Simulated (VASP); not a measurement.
WC: single point with PBE

WC:

```
W C
1.0
     2.86130    0.00000    0.00000
    -1.43065    2.47796    0.00000
     0.00000    0.00000    2.79077
W C
1 1
Direct
  0.00000 0.00000 0.00000
  0.66667 0.33333 0.50000
```

This cell differs from its parent crystal: volume scaled by 0.96.

```
Program             : VASP 6.6.1
Task                : single point
Functional          : PBE
Potentials or basis : VASP PAW PBE potentials, release 64 (W_sv, C)
Cutoff              : 520 eV
k mesh              : 13 × 13 × 12
Occupations         : fermi-dirac, width 0.05 eV
Spin                : no spin polarisation
```

The pressure is 28.5 GPa and the band gap on the k mesh is zero (band 9 reaches 12.48 eV, above the bottom of band 10 at 11.13 eV).

Stress tensor (GPa, compression positive):
```
27.44  0.00  0.00
 0.00 27.44  0.00
 0.00  0.00 30.64
```

Levels at points of the mesh, in eV from the Fermi level:
| k point | band 5 | band 6 | band 7 | band 8 | band 9 | band 10 | band 11 | band 12 | band 13 | band 14 |
| --- | --- | --- | --- | --- | --- | --- | --- | --- | --- | --- |
| (0.00, 0.00, 0.00) | -14.84 | -4.62 | -3.57 | -3.57 | 0.08 | 3.44 | 3.44 | 5.87 | 5.87 | 6.66 |
| (0.00, 0.00, 0.50) | -10.52 | -8.98 | -2.17 | -2.17 | -0.67 | -0.67 | 3.86 | 4.62 | 4.62 | 10.27 |

Run time: 98 s on 1 thread of AMD EPYC 7R13, on a shared host, peak memory 0.15 GiB.

Caveat: spin-orbit coupling is left out, which moves the levels of the heavy elements.
